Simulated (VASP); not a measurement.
# SiC6 in VASP: a series of runs

The runs below take SiC6 through single point, with PBE.

Program: VASP 6.6.1. These are calculated values, not measurements. Logs are shortened: lines on timing, memory, paths and dates and some standing lists are left out, and cuts for length are marked.

### Step 1. The cell of the first run

The cell holds an amorphous packing of atoms, 14 atoms: a = 5.263 Å, b = 5.133 Å, c = 5.339 Å, α = 87.44°, β = 86.81°, γ = 90.85°.

### Step 2. Single point, PBE

File INCAR:

```
PREC     = Accurate       # precision mode
ENCUT    = 520            # plane-wave cutoff, eV
EDIFF    = 1E-7           # SCF threshold, eV
ISMEAR   = -1             # smearing method
SIGMA    = 0.2482         # smearing width, eV
LREAL    = False          # projectors in reciprocal space
LASPH    = True           # aspherical terms in the spheres
NELM     = 100            # most SCF steps
ALGO     = Normal         # electronic algorithm
ISIF     = 2              # what is computed and relaxed
LWAVE    = False          # write WAVECAR
LCHARG   = True           # write CHGCAR
GGA      = PE             # functional
LELF     = True           # ELF
LVHAR    = True         
ISYM     = 0            
NBANDS   = 41             # bands
```

File KPOINTS:

```
Automatic mesh
0
Gamma
  1 1 1
  0.25 0.25 0.25
```

File POSCAR:

```
SiC6
1.0
    5.2607330000     -0.0401340000      0.1481530000
   -0.0401340000      5.1317960000      0.1176100000
    0.1481530000      0.1176100000      5.3357620000
Si C
2 12
Direct
    0.4027716081     -0.1624102779      0.7101033087
    0.9982741965      0.5629962781      1.0512259900
    0.7243393088      0.6545070376      0.5063433087
    0.4777260154      0.5557156163      0.1654780974
    0.3172959414      0.0025036184      1.2068216693
    0.2457301893      0.7012963952      0.1885477400
    0.5550000361      0.3573460565      0.9647845256
   -0.0401356932      0.6305383433      0.6316388566
    0.0588605262      0.3872474154      0.7433685138
    0.6927739687      0.6374732572      0.2423270057
    0.0543891751      0.8765902331      0.7285316143
    0.0792852576      0.1740634366      0.6306945569
    0.3183623859      0.1310492471      0.4610505408
    0.4028048745      0.1248406685      0.9779043253
```

Potentials or basis: VASP PAW PBE potentials, release 64 (Si, C).

Run with:

```
$ cat potpaw_PBE.64/Si/POTCAR potpaw_PBE.64/C/POTCAR > POTCAR
$ mpirun -np 1 vasp_std > vasp.out
```

OUTCAR:

```text
PREC = Accurate
   ENCUT = 520
   EDIFF = 1E-7
   ISMEAR = -1
   LREAL = False
   LASPH = True
   NELM = 100
   ISIF = 2
   GGA = PE
   ISYM = 0

 ion  position               nearest neighbor table
   1  0.403  0.838  0.710-  11 1.85  13 2.04  14 2.10   3 2.21  12 2.48   2 3.01
   2  0.998  0.563  0.051-   6 1.69  10 1.91   9 1.92   8 2.27  11 2.31   1 3.01
   3  0.724  0.655  0.506-  10 1.43   8 1.45   1 2.21
   4  0.478  0.556  0.165-  10 1.30   6 1.44   7 1.55
   5  0.317  0.003  0.207-  14 1.40  13 1.54   6 1.59
   6  0.246  0.701  0.189-   4 1.44   5 1.59   2 1.69
   7  0.555  0.357  0.965-  14 1.42   4 1.55
   8  0.960  0.631  0.632-   3 1.45   9 1.47  11 1.48   2 2.27
   9  0.059  0.387  0.743-  12 1.28   8 1.47   2 1.92
  10  0.693  0.637  0.242-   4 1.30   3 1.43   2 1.91
  11  0.054  0.877  0.729-   8 1.48  12 1.59   1 1.85   2 2.31
  12  0.079  0.174  0.631-   9 1.28  13 1.53  11 1.59   1 2.48
  13  0.318  0.131  0.461-  12 1.53   5 1.54   1 2.04
  14  0.403  0.125  0.978-   5 1.40   7 1.42   1 2.10

IMPORTANT INFORMATION: All symmetrisations will be switched off!
NOSYMM: (Re-)initialisation of all symmetry stuff for point group C_1.

----------------------------------------------------------------------------------------

                                     Primitive cell

  volume of cell :     143.8542

  direct lattice vectors                    reciprocal lattice vectors
     5.260733000 -0.040134000  0.148153000     0.190249624  0.001609753 -0.005317961
    -0.040134000  5.131796000  0.117610000     0.001609753  0.194975659 -0.004342318
     0.148153000  0.117610000  5.335762000    -0.005317961 -0.004342318  0.187658027

  length of vectors
     5.262971760  5.133300404  5.339113929     0.190330743  0.195030650  0.187783577

  position of ions in fractional coordinates (direct lattice)
     0.402771608  0.837589722  0.710103309
     0.998274196  0.562996278  0.051225990
     0.724339309  0.654507038  0.506343309
     0.477726015  0.555715616  0.165478097
     0.317295941  0.002503618  0.206821669
     0.245730189  0.701296395  0.188547740
     0.555000036  0.357346056  0.964784526
     0.959864307  0.630538343  0.631638857
     0.058860526  0.387247415  0.743368514
     0.692773969  0.637473257  0.242327006
     0.054389175  0.876590233  0.728531614
     0.079285258  0.174063437  0.630694557
     0.318362386  0.131049247  0.461050541
     0.402804874  0.124840668  0.977904325

  ion indices of the primitive-cell ions
   primitive index   ion index
                 1           1
                 2           2
                 3           3
                 4           4
                 5           5
                 6           6
                 7           7
                 8           8
                 9           9
                10          10
                11          11
                12          12
                13          13
                14          14

----------------------------------------------------------------------------------------

 KPOINTS: Automatic mesh

Automatic generation of k-mesh.
 Grid dimensions read from file:
 generate k-points for:    1    1    1

 Generating k-lattice:

  Cartesian coordinates                     Fractional coordinates (reciprocal lattice)
     0.190249624  0.001609753 -0.005317961     1.000000000  0.000000000  0.000000000
     0.001609753  0.194975659 -0.004342318    -0.000000000  1.000000000  0.000000000
    -0.005317961 -0.004342318  0.187658027     0.000000000  0.000000000  1.000000000

  Length of vectors
     0.190330743  0.195030650  0.187783577

  Shift w.r.t. Gamma in fractional coordinates (k-lattice)
     0.250000000  0.250000000  0.250000000

 Subroutine IBZKPT returns following result:
 ===========================================

 Found      1 irreducible k-points:

 Following reciprocal coordinates:
            Coordinates               Weight
  0.250000  0.250000  0.250000      2.000000
   k-points           NKPTS =      1   k-points in BZ     NKDIM =      1   number of bands    NBANDS=     41
   number of dos      NEDOS =    301   number of ions     NIONS =     14
   total plane-waves  NPLWV =  64000
   dimension x,y,z NGX =    40 NGY =   40 NGZ =   40
   dimension x,y,z NGXF=    80 NGYF=   80 NGZF=   80
   ions per type =               2  12
   NGX,Y,Z   is equivalent  to a cutoff of  12.64, 12.95, 12.45 a.u.
   NGXF,Y,Z  is equivalent  to a cutoff of  25.27, 25.91, 24.91 a.u.
 SYSTEM =  unknown system
   PREC   = accura    normal or accurate (medium, high low for compatibility)
   ISTART =      0    job   : 0-new  1-cont  2-samecut
   ICHARG =      2    charge: 1-file 2-atom 10-const
   ISPIN  =      1    spin polarized calculation?
   LNONCOLLINEAR =      F non collinear calculations
   LSORBIT =      F    spin-orbit coupling
   LASPH  =      T    aspherical Exc in radial PAW
   ENCUT  =  520.0 eV  38.22 Ry    6.18 a.u.   9.79  9.54  9.93*2*pi/ulx,y,z
   NELM   =    100;   NELMIN=  2; NELMDL= -5     # of ELM steps
   EDIFF  = 0.1E-06   stopping-criterion for ELM
   LREAL  =      F    real-space projection
   EDIFFG = 0.1E-05   stopping-criterion for IOM
   NSW    =      0    number of steps for IOM
   IBRION =     -1    ionic relax: 0-MD 1-quasi-New 2-CG
   NFREE  =      0    steps in history (QN), initial steepest desc. (CG)
   ISIF   =      2    stress and relaxation
   ISYM   =      0    0-nonsym 1-usesym 2-fastsym
   POTIM  = 0.5000    time-step for ionic-motion
   TEBEG  =    0.0;   TEEND  =   0.0 temperature during run
   PSTRESS=    0.0 pullay stress
   NELECT =      56.0000    total number of electrons
   NUPDOWN=      -1.0000    fix difference up-down
   EMIN   =  10.00;   EMAX   =-10.00  energy-range for DOS
   EFERMI =   0.00;   METHOD = LEGACY
   ISMEAR =    -1;   SIGMA  =   0.25  broadening in eV -4-tet -1-fermi 0-gaus
   EFERMI_NEDOS =   21; number of points for ismear=-14 and -15
   IALGO  =     38    algorithm
   IMIX   =      4    mixing-type and parameters
     AMIX     =   0.40;   BMIX     =  1.00
     AMIX_MAG =   1.60;   BMIX_MAG =  1.00
  volume/ion in A,a.u.               =      10.28        69.34
  Fermi-wavevector in a.u.,A,eV,Ry     =   1.195354  2.258892 19.440982  1.428872
  Thomas-Fermi vector in A             =   2.331322
   LORBIT       =      0    0 simple, 1 ext, 2 COOP (PROOUT), +10 PAW based schemes
   GGA     = PE    functional components
   LHFCALC =     F    Hartree Fock is set to
   AEXX    =    0.0000 exact exchange contribution
   IVDW    =     0    specifies the selected vdW correction
   LEPSILON=     F    determine dielectric tensor
   LRPA    =     F    only Hartree local field effects (RPA)
 non-spin polarized calculation
  energy-cutoff  :      520.00
  volume of cell :      143.85
 maximum number of plane-waves:      3877
 NGX is ok and might be reduce to    40
   NGX = 19   NGY = 19   NGZ = 19

 number of electron      56.0000001 magnetization

 Free energy of the ion-electron system (eV)
  ---------------------------------------------------
  ext. energy  EPLUGINS =         0.00000000
  ---------------------------------------------------
  free energy    TOTEN  =      -104.36336320 eV

  energy without entropy =     -103.73918373  energy(sigma->0) =     -104.05127347

 E-fermi :   4.8942     XC(G=0): -10.2596

 val. band max:        4.5514046074   @ k =   0.2500   0.2500   0.2500
 cond. band min:       5.1973489000   @ k =   0.2500   0.2500   0.2500
 fundamental gap:      0.6459442925
 Fermi energy:         4.8941861036

 k-point     1 :       0.2500    0.2500    0.2500
  band No.  band energies     occupation
      1     -13.0034      2.00000
      2     -12.3568      2.00000
      3     -11.3106      2.00000
      4     -10.3420      2.00000
      5      -8.9150      2.00000
      6      -8.2600      2.00000
[... 32 lines left out ...]
     39      11.2567      0.00000
     40      11.8448      0.00000
 [bands above 40 left out]

------------------------ aborting loop because EDIFF is reached ----------------------------------------

  FORCE on cell =-STRESS in cart. coord.  units (eV):
  Direction    XX          YY          ZZ          XY          YZ          ZX
  --------------------------------------------------------------------------------------
  -------------------------------------------------------------------------------------
  Total       11.4500818     -6.6507430     -1.1040481      3.9969183      1.4495495     10.5428454
  in kB      127.5253685    -74.0726979    -12.2963432     44.5157067     16.1443683    117.4210167
  external PRESSURE =      13.7187758 kB  Pullay stress =       0.0000000 kB

 VOLUME and BASIS-vectors are now :
 -----------------------------------------------------------------------------
  energy-cutoff  :      520.00
  volume of cell :      143.85
      direct lattice vectors                 reciprocal lattice vectors
     5.260733000 -0.040134000  0.148153000     0.190249624  0.001609753 -0.005317961
    -0.040134000  5.131796000  0.117610000     0.001609753  0.194975659 -0.004342318
     0.148153000  0.117610000  5.335762000    -0.005317961 -0.004342318  0.187658027

 POSITION                                       TOTAL-FORCE (eV/Angst)
 -----------------------------------------------------------------------------------
      2.19046      4.36569      3.94712         2.585967      2.420590      0.746479
      5.23665      2.85514      0.48744        -3.468066     -0.939415     -1.643510
      3.85930      3.38928      2.88602        -0.626778      0.803692     -1.639279
      2.51540      2.85211      1.01909        -5.371245     -1.795806     -4.476133
      1.69975      0.02444      1.15085        -1.426092      0.361129      1.615492
      1.29251      3.61122      1.12493         4.625067      1.275760      1.323570
      3.04830      1.92502      5.27211        -2.814191      0.692188      1.810722
      5.11786      3.27156      3.58664        -1.033463      1.831424     -1.024160
      0.40424      2.07234      4.02070        -1.578170      5.986210      3.204305
      3.65482      3.27208      1.47061         6.762210      0.922621      5.325387
      0.35888      4.58198      3.99843        -0.559575     -0.231896     -0.506136
      0.50355      0.96425      3.39745         1.612609     -7.548480     -2.273799
      1.73787      0.71397      2.52264        -1.377834     -2.217218     -2.490063
      2.25892      0.73950      5.29222         2.669561     -1.560799      0.027126
 -----------------------------------------------------------------------------------
    total drift:                                0.000311      0.000408     -0.000145

  FREE ENERGIE OF THE ION-ELECTRON SYSTEM (eV)
  ---------------------------------------------------
  free  energy   TOTEN  =      -104.3633631963 eV

  energy  without entropy=     -103.7391837350  energy(sigma->0) =     -104.05127347
```

It took 37 s on 1 thread of Intel Xeon 8259CL, shared host; peak memory 0.22 GiB.

Results:

* Free energy: -104.3634 eV
* Pressure: 1.4 GPa
* Largest force: 8.657 eV/Å
* Band gap on the k mesh: 0.65 eV

Forces on the atoms (eV/Å):
```
Si   2.586  2.421  0.746
Si  -3.468 -0.939 -1.644
C   -0.627  0.804 -1.639
C   -5.371 -1.796 -4.476
C   -1.426  0.361  1.615
C    4.625  1.276  1.324
C   -2.814  0.692  1.811
C   -1.033  1.831 -1.024
C   -1.578  5.986  3.204
C    6.762  0.923  5.325
C   -0.560 -0.232 -0.506
C    1.613 -7.548 -2.274
C   -1.378 -2.217 -2.490
C    2.670 -1.561  0.027
```

Levels at points of the mesh, in eV from the valence-band top:
| k point | band 25 | band 26 | band 27 | band 28 | band 29 | band 30 | band 31 | band 32 |
| --- | --- | --- | --- | --- | --- | --- | --- | --- |
| (0.25, 0.25, 0.25) | -1.45 | -1.21 | -0.50 | 0.00 | 0.65 | 1.54 | 2.19 | 2.49 |

Caveat: the k points lie up to 1.23 Å⁻¹ apart.

### Step 3. Single point, PBE

File INCAR:

```
PREC = Accurate
ENCUT = 520
EDIFF = 1E-7
ISMEAR = -1
SIGMA = 0.1379
LREAL = False
LASPH = True
NELM = 100
ALGO = Normal
ISIF = 2
LWAVE = False
LCHARG = False
GGA = PE
ISYM = 0
NBANDS = 41
```

KPOINTS is that of step 2.

File POSCAR:

```
SiC6
1.0
    5.2607330000     -0.0401340000      0.1481530000
   -0.0401340000      5.1317960000      0.1176100000
    0.1481530000      0.1176100000      5.3357620000
Si C
2 12
Direct
    0.4856152844      0.9274346758      0.7585760097
    1.0045362997      0.5509947640      0.1297196988
    0.7188804088      0.7947171441      0.4896376614
    0.5196894389      0.6900813502      0.0677026042
    0.2669659668      0.0802135329      0.2187307600
    0.2628976376      0.7915967494      0.1607099853
    0.5662872110      0.4388549784      1.0050433503
    0.9731600629      0.7243471301      0.6313587359
   -0.0296599630      0.4314117600      0.7815192798
    0.7054338646      0.7278196914      0.2494320367
    0.1046994388      0.9388067305      0.7091606418
    0.0686066205      0.2359711209      0.6191123517
    0.1303374288      0.2585664870      0.3380282168
    0.4720269006      0.2068117746      1.0136594672
```

Potentials or basis: VASP PAW PBE potentials, release 64 (Si, C).

Run with:

```
$ cat potpaw_PBE.64/Si/POTCAR potpaw_PBE.64/C/POTCAR > POTCAR
$ mpirun -np 1 vasp_std > vasp.out
```

It took 35 s on 1 thread of Intel Xeon 8259CL, shared host; peak memory 0.22 GiB.

Results (log left out):

* Free energy: -109.2782 eV
* Pressure: -8.8 GPa
* Largest force: 6.071 eV/Å
* Band gap on the k mesh: 1.41 eV

Forces in eV/Å, atoms in the order of the input:
```
Si  -0.699  0.069  0.548
Si   0.902 -0.771  0.330
C    0.534  0.070  1.750
C   -2.074  2.960  0.635
C    2.227 -4.187 -3.789
C    0.308  2.373  0.731
C   -0.098 -1.887 -2.302
C   -2.032 -0.289  0.867
C    1.519  3.246 -1.662
C    2.655 -0.424  1.358
C    1.280  1.240 -0.656
C   -1.069 -1.995 -1.227
C   -2.905  1.730  4.161
C   -0.547 -2.135 -0.742
```

Stress tensor (GPa, compression positive):
```
 -0.44   3.55   1.40
  3.55 -11.10  -4.01
  1.40  -4.01 -15.00
```

Levels at points of the mesh, in eV from the valence-band top:
| k point | band 24 | band 25 | band 26 | band 27 | band 28 | band 29 | band 30 | band 31 | band 32 | band 33 |
| --- | --- | --- | --- | --- | --- | --- | --- | --- | --- | --- |
| (0.25, 0.25, 0.25) | -2.11 | -1.57 | -1.45 | -1.00 | 0.00 | 1.41 | 1.88 | 2.41 | 2.87 | 3.68 |

Caveat: the k points lie up to 1.23 Å⁻¹ apart.

(Continued in part 2 of 2.)
